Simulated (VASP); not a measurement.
A run of VASP 6.6.1:

The input INCAR:

```
PREC = Accurate
ENCUT = 500
EDIFF = 1E-6
ISMEAR = -1
SIGMA = 0.03
LREAL = F
LASPH = T
NELM = 120
ALGO = Normal
ISIF = 2
LWAVE = F
LCHARG = F
GGA = PS
ISYM = 0
NBANDS = 15
GGA_COMPAT = F
```

File KPOINTS:

```
regular mesh
0
Gamma
  7 7 7
```

The input POSCAR:

```
RbBr
1.0
    3.8303108645      0.0000000000      0.0000000000
    0.0000000000      3.8303108645      0.0000000000
    0.0000000000      0.0000000000      3.8303108645
Rb Br
1 1
Direct
    0.0000000000      0.0000000000      0.0000000000
    0.5000000000      0.5000000000      0.5000000000
```

Potentials or basis: VASP PAW PBE potentials, release 64 (Rb_sv, Br).

Command:

```sh
$ cat potpaw_PBE.64/Rb_sv/POTCAR potpaw_PBE.64/Br/POTCAR > POTCAR
$ mpirun -np 1 vasp_std > vasp.out
```

Hardware: 1 thread of Intel(R) Xeon(R) Platinum 8259CL CPU @ 2.50GHz (Skylake/Cascade Lake), with other jobs on the host.

Task: How long does it take, and how much memory?

Result: Run time: 78 s on 1 thread of Intel(R) Xeon(R) Platinum 8259CL CPU @ 2.50GHz (Skylake/Cascade Lake), with other jobs on the host, peak memory 0.25 GiB. Counts: scf iterations 11, k points 172.
